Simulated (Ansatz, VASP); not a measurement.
# One calculation of NaH, two programs

File POSCAR:

```
NaH
1.0
    0.0000000000      2.5969210614      2.5969210614
    2.5969210614      0.0000000000      2.5969210614
    2.5969210614      2.5969210614      0.0000000000
Na H
1 1
Direct
    0.0000000000      0.0000000000      0.0000000000
    0.2500000000      0.2500000000      0.2500000000
```

File INCAR.step1:

```
ALGO     = Normal         # electronic algorithm
EDIFF    = 1E-5           # SCF threshold, eV
ENCUT    = 520            # plane-wave cutoff, eV
GGA      = PE             # functional
ISIF     = 2              # what is computed and relaxed
ISMEAR   = 0              # smearing method
LASPH    = T              # aspherical terms in the spheres
LCHARG   = F              # write CHGCAR
LREAL    = F              # projectors in reciprocal space
LWAVE    = T              # write WAVECAR
NBANDS   = 11             # bands
NELM     = 100            # most SCF steps
PREC     = Accurate       # precision mode
SIGMA    = 0.01           # smearing width, eV
```

INCAR.step2

```
AEXX     = 1.0            # exact-exchange fraction
AGGAC    = 0.0          
ALDAC    = 0.0          
ALGO     = Normal         # electronic algorithm
EDIFF    = 1E-6           # SCF threshold, eV
ENCUT    = 520            # plane-wave cutoff, eV
GGA      = PE             # functional
ISIF     = 2              # what is computed and relaxed
ISMEAR   = 0              # smearing method
ISTART   = 1            
LASPH    = T              # aspherical terms in the spheres
LCHARG   = F              # write CHGCAR
LHFCALC  = T              # exact exchange
LREAL    = F              # projectors in reciprocal space
LWAVE    = F              # write WAVECAR
NBANDS   = 11             # bands
NELM     = 100            # most SCF steps
PREC     = Accurate       # precision mode
PRECFOCK = Normal       
SIGMA    = 0.01           # smearing width, eV
```

The input KPOINTS:

```
k-points
0
Gamma
  4 4 4
```

Input for Ansatz:

```yaml
crystal:
  lattice:
    - [0.0, 2.5969210614, 2.5969210614]
    - [2.5969210614, 0.0, 2.5969210614]
    - [2.5969210614, 2.5969210614, 0.0]
  atoms:
    - { symbol: Na, position: [0.0, 0.0, 0.0] }
    - { symbol: H, position: [0.25, 0.25, 0.25] }
kpoints:
  mp_grid: { grid: [4, 4, 4] }
hamiltonian:
  xc: hf
scf:
  occupations: { method: fixed }
  n_extra_bands: 4
output:
  forces: true
  stress: true
  eigenvalues: true
```

Alike in both runs: task single point; functional HF; k mesh 4 × 4 × 4; no spin polarisation.

|  | VASP | Ansatz |
| --- | --- | --- |
| version | VASP 6.6.1 | Ansatz 0.2.0 |
| potentials or method | VASP PAW PBE potentials, release 64 (Na_pv, H) | plane waves |
| plane-wave cutoff (eV) | 520 | 420 |
| occupations | gaussian, width 0.01 eV | fixed |
| valence electrons in the cell | 8 | 10 |

|  | VASP | Ansatz | Ansatz less VASP |
| --- | --- | --- | --- |
| gap on the k mesh at the Fermi level (eV) | 11.11 | 11.04 | -0.065 |
| pressure (GPa) | 1.3 | 1.4 | +0.13 |

VASP's potentials were made for PBE, not for HF. VASP's potentials hold 8 valence electrons a cell and Ansatz's 10, so a difference there can come from the potentials and not from the codes. Ansatz's warnings: stress exchange threshold loose, stress scf threshold loose.

The k mesh is coarse, so the values compare programs but aren't converged.
